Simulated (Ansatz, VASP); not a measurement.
CdS: VASP beside Ansatz

INCAR

```
SYSTEM = CdS
  PREC = Accurate
  ENCUT = 520
  EDIFF = 1E-7
  ISMEAR = -1
  SIGMA = 0.02
  LREAL = .False.
  LASPH = .True.
  NELM = 60
  ALGO = Normal
  ISIF = 2
  LWAVE = .False.
  LCHARG = .True.
  GGA = PE
  LELF = .True.
  LVHAR = .True.
  NBANDS = 16
```

Contents of KPOINTS:

```
Automatic mesh
0
Gamma
  7 7 7
  0 0 0
```

File POSCAR:

```
CdS
1.0
    0.0000000000      3.0006730886      3.0006730886
    3.0006730886      0.0000000000      3.0006730886
    3.0006730886      3.0006730886      0.0000000000
Cd S
1 1
Direct
    0.0000000000      0.0000000000      0.0000000000
    0.7500000000      0.7500000000      0.7500000000
```

Input for Ansatz:

```yaml
crystal:
  lattice:
    - [0.0, 3.0006730886, 3.0006730886]
    - [3.0006730886, 0.0, 3.0006730886]
    - [3.0006730886, 3.0006730886, 0.0]
  atoms:
    - { symbol: Cd, position: [0.0, 0.0, 0.0] }
    - { symbol: S, position: [0.75, 0.75, 0.75] }
kpoints:
  mp_grid: { grid: [7, 7, 7] }
  band_path:
    path:
      - [0.0, 0.0, 0.0]
      - [-0.5, -0.5, 0.0]
      - [-0.375, -0.375, 0.25]
      - [-0.375, 0.0, 0.375]
      - [0.0, 0.0, 0.0]
      - [0.0, 0.0, 0.5]
      - [-0.5, -0.25, 0.25]
      - [-0.5, -0.5, 0.0]
    npoints: 5
scf:
  occupations: { method: fermi_dirac, width: 0.02 }
hamiltonian:
  xc: pbe
  pseudopotentials: { kind: all_electron, lapw: { basis_error: 0.0005 } }
output:
  forces: true
  stress: true
  eigenvalues: true
```

Change from the starting cell: volume scaled by 1.06.

Alike in both runs: task single point; functional PBE; k mesh 7 × 7 × 7; occupations fermi-dirac, width 0.02 eV; no spin polarisation.

|  | VASP | Ansatz |
| --- | --- | --- |
| version | VASP 6.6.1 | Ansatz 0.2.0 |
| potentials or method | VASP PAW PBE potentials, release 64 (Cd, S), cutoff 520 eV | all-electron LAPW, scalar-relativistic |

|  | VASP | Ansatz | Ansatz less VASP |
| --- | --- | --- | --- |
| gap on the k mesh at the Fermi level (eV) | 0.96 | 0.96 | -0.001 |
| pressure (GPa) | -1.6 | -1.8 | -0.22 |

Ansatz ran all-electron here, and VASP with PAW potentials.
